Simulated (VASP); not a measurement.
A run of VASP 6.6.1 is set up as follows.

Contents of INCAR:

```
PREC = Accurate
ENCUT = 600
EDIFF = 1E-6
ISMEAR = 0
SIGMA = 0.1
LREAL = F
LASPH = T
NELM = 120
ALGO = Normal
ISIF = 2
LWAVE = F
LCHARG = F
GGA = CA
NBANDS = 11
GGA_COMPAT = F
```

The input KPOINTS:

```
Automatic mesh
0
Gamma
  8 8 8
```

Contents of POSCAR:

```
C
1.0
    0.0000000000      1.7835000000      1.7835000000
    1.7835000000      0.0000000000      1.7835000000
    1.7835000000      1.7835000000      0.0000000000
C
2
Direct
    0.0000000000      0.0000000000      0.0000000000
    0.2500000000      0.2500000000      0.2500000000
```

Potentials or basis: VASP PAW LDA potentials, release 64 (C).

Command:

```console
$ cat potpaw_LDA.64/C/POTCAR > POTCAR
$ mpirun -np 1 vasp_std > vasp.out
```

Problem. What does it give for the pressure?

Solution. -12.5 GPa.

Problem. Predict the band gap on the k mesh.

Solution. 4.10 eV, indirect (least direct gap 5.54 eV).

A k mesh can miss the band edges. Expect the measured gap to be larger: semilocal functionals such as LDA lack the derivative discontinuity.
